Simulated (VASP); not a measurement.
Si2W3, 10 atoms in the cell. Symmetry: Amm2, No. 38, orthorhombic system. Conventional cell: a = 3.312 Å, b = 9.376 Å, c = 9.376 Å, α = 90.00°, β = 90.00°, γ = 90.00°. Si (site symmetry mm2) has 3 Si at 2.52 to 3.31 Å and 8 W at 2.54 to 2.60 Å within 3.4 Å. Si (site symmetry mm2) has 7 Si at 2.52 to 3.70 Å and 8 W at 2.52 to 2.58 Å within 3.8 Å. Within 3.8 Å of Si (site symmetry m) lie 8 W at 2.48 to 2.68 Å and 7 Si at 2.52 to 3.78 Å. Within 3.4 Å of W (site symmetry m) lie 4 Si at 2.48 to 2.68 Å and 10 W at 2.99 to 3.31 Å. Within 3.6 Å of W (site symmetry mm2) lie 6 Si at 2.50 to 2.52 Å and 11 W at 2.99 to 3.53 Å. Within 3.6 Å of W (site symmetry mm2) lie 6 Si at 2.57 to 2.62 Å and 11 W at 2.99 to 3.53 Å. Within 3.6 Å of W (site symmetry m) lie 6 Si at 2.54 to 2.58 Å and 11 W at 2.99 to 3.53 Å.  This cell differs from its parent crystal: atoms displaced along a vibrational mode.

- Program: VASP 6.6.1
- Task: single point
- Functional: PBE
- Potentials or basis: VASP PAW PBE potentials, release 64 (Si, W_sv)
- Cutoff: 520 eV
- k mesh: 6 × 6 × 12
- Occupations: gaussian, width 0.15 eV
- Spin: no spin polarisation
- Dipole correction: no
- Further INCAR settings: ALGO = Fast; EDIFF = 1e-07; NBANDS = 61

Potentials or basis: VASP PAW PBE potentials, release 64 (Si, W_sv).

Command:

```bash
$ cat potpaw_PBE.64/Si/POTCAR potpaw_PBE.64/W_sv/POTCAR > POTCAR
$ mpirun -np 1 vasp_std > vasp.out
```

Hardware: 1 thread of Intel Xeon 8259CL (shared host).

Problem. How long does it take, and how much memory?

Solution. Wall time 25 min on 1 thread of Intel Xeon 8259CL, with other jobs on the host, peak memory 0.65 GiB. Counts: scf iterations 20, k points 91.
